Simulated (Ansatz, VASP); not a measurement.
## Hg: VASP beside Ansatz

File INCAR:

```
AGGAC = 1.0
AGGAX = 1.0
ALDAC = 0.0
ALDAX = 1.0
ALGO = Normal
EDIFF = 1E-6
ENCUT = 520
GGA = B5
ISIF = 2
ISMEAR = -1
LASPH = T
LCHARG = T
LELF = T
LREAL = F
LVHAR = T
LWAVE = F
NBANDS = 19
NELM = 80
PREC = Accurate
SIGMA = 0.1
```

KPOINTS

```
k-points
0
Gamma
  8 8 5
```

File POSCAR:

```
Hg
1.0
   -4.8886978247      4.8930840730      2.6282728054
    4.8930840730     -4.8886978247      2.6282728054
    4.8910115299      4.8910115299     -2.6202393836
Hg
2
Direct
    0.0001584033      0.9998415967      1.0000000000
    0.7498415967      0.2501584033      0.5000000000
```

Input for Ansatz:

```yaml
crystal:
  lattice:
    - [-4.8886978247, 4.893084073, 2.6282728054]
    - [4.893084073, -4.8886978247, 2.6282728054]
    - [4.8910115299, 4.8910115299, -2.6202393836]
  atoms:
    - { symbol: Hg, position: [0.0001584033, 0.9998415967, 1.0] }
    - { symbol: Hg, position: [0.7498415967, 0.2501584033, 0.5] }
hamiltonian:
  xc: blyp
  pseudopotentials:
    kind: paw
    azcp:
      Hg: "pseudopotentials/Hg.paw.azcp"
basis:
  ecutwfc: 420
  fft_grid_basis: typed
kpoints:
  mp_grid: { grid: [8, 8, 5], shift: [0, 0, 0] }
magnetization:
  spin_polarized: false
scf:
  occupations: { method: fermi_dirac, width: 0.1 }
  lower_state_search: "off"
output:
  stress: true
```

Alike in both runs: task single point; functional BLYP; k mesh 8 × 8 × 5; occupations fermi-dirac, width 0.1 eV; no spin polarisation.

```csv
,VASP,Ansatz
version,VASP 6.6.1,Ansatz 0.2.0
potentials or method,"VASP PAW PBE potentials, release 64 (Hg), cutoff 520 eV","plane waves (420 eV) with PAW, scalar-relativistic"
valence electrons in the cell,24,40
```

|  | VASP | Ansatz | Ansatz less VASP |
| --- | --- | --- | --- |
| pressure (GPa) | 0.0 | 0.0 | +0.02 |

VASP's potentials were made for PBE, not for BLYP. With one functional, cell and mesh, what is left measures potentials, basis and numerics. VASP's potentials hold 24 valence electrons a cell and Ansatz's 40, so a difference there can come from the potentials and not from the codes.

Spin-orbit coupling is off throughout.
